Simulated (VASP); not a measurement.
Wanted: the native input for a VASP 6.6.1 run.

- Task: single point
- Functional: PBE
- Dispersion: D3(BJ)
- Potentials or basis: VASP PAW PBE potentials, release 64 (Si, Ni)
- Cutoff: 520 eV
- k mesh: 8 × 8 × 8
- Occupations: gaussian, width 0.05 eV
- Spin: collinear spin
- Starting moments: [0.0, 0.0, 0.05] μB
- Dipole correction: no
- Further INCAR settings: ALGO = Normal; EDIFF = 1e-07; NBANDS = 20

The structure of Si2Ni lies in POSCAR:

```
Si2Ni
1.0
    0.0000000000      2.7221196941      2.7221196941
    2.7221196941      0.0000000000      2.7221196941
    2.7221196941      2.7221196941      0.0000000000
Si Ni
2 1
Direct
    0.2500000000      0.2500000000      0.2500000000
    0.7500000000      0.7500000000      0.7500000000
    0.0000000000      0.0000000000      0.0000000000
```

One way to write it, as run:

INCAR

```
SYSTEM = Si2Ni
PREC     = Accurate       ! precision mode
ENCUT    = 520            ! plane-wave cutoff, eV
EDIFF    = 1E-7           ! SCF threshold, eV
ISMEAR   = 0              ! smearing method
SIGMA    = 0.05           ! smearing width, eV
LREAL    = .False.        ! projectors in reciprocal space
LASPH    = .True.         ! aspherical terms in the spheres
NELM     = 150            ! most SCF steps
ALGO     = Normal         ! electronic algorithm
ISIF     = 2              ! what is computed and relaxed
LWAVE    = .False.        ! write WAVECAR
LCHARG   = .False.        ! write CHGCAR
ISPIN    = 2              ! spin polarisation
MAGMOM   = 0 0 0.05       ! initial moments
LORBIT   = 11             ! projections on sites
LMAXMIX  = 4              ! l up to which the mixer works
GGA      = PE             ! functional
IVDW     = 12             ! dispersion correction
NBANDS   = 20             ! bands
```

KPOINTS

```
regular mesh
0
Gamma
  8 8 8
  0 0 0
```

Potentials or basis: VASP PAW PBE potentials, release 64 (Si, Ni).

Command:

```console
$ cat potpaw_PBE.64/Si/POTCAR potpaw_PBE.64/Ni/POTCAR > POTCAR
$ mpirun -np 1 vasp_std > vasp.out
```

It gave:

The pressure is -5.3 GPa and the band gap on the k mesh is zero (filled and empty bands overlap). The net moment is 0.00 μB per cell and the valence electrons inside the program's atomic spheres are Si 1.57; Ni 9.75. The dispersion energy per atom is -0.436 eV.

Caveat: the cell stands under tension.

It took 87 s on 1 thread of Intel Xeon 8259CL, with other jobs on the host, peak memory 0.21 GiB.
